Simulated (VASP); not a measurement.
Ge, 2 atoms in the cell. Symmetry: I4_1/amd, No. 141, tetragonal system. Conventional cell: a = 5.226 Å, b = 5.226 Å, c = 2.753 Å, α = 90.00°, β = 90.00°, γ = 90.00°. Ge (site symmetry -4m2) has 10 Ge at 2.70 to 3.33 Å within 3.6 Å.  This cell differs from its parent crystal: strain +0.015 along x and y, -0.015 along z.

| Quantity | Value |
| --- | --- |
| Program | VASP 6.6.1 |
| Task | single point |
| Functional | r2SCAN |
| Potentials or basis | VASP PAW PBE potentials, release 64 (Ge_d) |
| Cutoff | 520 eV |
| k mesh | 20 × 20 × 20 |
| Occupations | gaussian, width 0.15 eV |
| Spin | no spin polarisation |
| Dipole correction | no |
| Further INCAR settings | ALGO = Normal; EDIFF = 1e-06; NBANDS = 21 |

Potentials or basis: VASP PAW PBE potentials, release 64 (Ge_d).

Launch:

```sh
$ cat potpaw_PBE.64/Ge_d/POTCAR > POTCAR
$ cp INCAR.step1 INCAR
$ mpirun -np 1 vasp_std > vasp.out
$ cp INCAR.step2 INCAR
$ mpirun -np 1 vasp_std > vasp.out
```

Hardware: 1 thread of Intel Xeon 8259CL, with other jobs on the host.

**Question.** Estimate the wall time of this run.

**Answer.** Run time: 40 min on 1 thread of Intel Xeon 8259CL, on a shared host, peak memory 0.49 GiB. Counts: k points 641.
